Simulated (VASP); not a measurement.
Runs of VASP 6.6.1 on Ca2Ag2O. The structure is that of space group Fd-3m (No. 227), or close to it. The cells are those of the table. The cell was built from a structure type or drawn by symmetry, and may not be a known phase.

| task | spin | cell | k mesh | cutoff (eV) | gap on the mesh (eV) | pressure (GPa) |
| --- | --- | --- | --- | --- | --- | --- |
| single point | off | a = 7.142 Å, angles 60.0°, 10 atoms | 4 × 4 × 4 | 520 | none | 0.2 |
| relaxation of cell and atoms | off | relaxed from a = 6.546 Å, angles 60.0°, 10 atoms | 4 × 4 × 4 | 600 | none | 0.1 |
| single point | collinear | a = 6.546 Å, angles 60.0°, 10 atoms | 4 × 4 × 4 | 520 | none | 17.4 |
| single point | off | a = 7.148 Å, angles 60.0°, 10 atoms | 6 × 6 × 6 | 520 | none | (a) |
| single point | off | a = 6.546 Å, angles 60.0°, 10 atoms | 4 × 4 × 4 | 520 | none | 17.4 |

Alike in all rows: level PBE; potentials or basis VASP PAW PBE potentials, release 64 (Ca_sv, Ag, O); smearing gaussian 0.1 eV.

Problem. Estimate the missing entries.

Solution. (a) 0.0.

Caveats: the cell stands under pressure (at least some runs).

A k mesh can miss the band edges, and the runs leave out spin-orbit coupling on Ag.

A gap of «none» marks levels without a gap at the run's occupations.
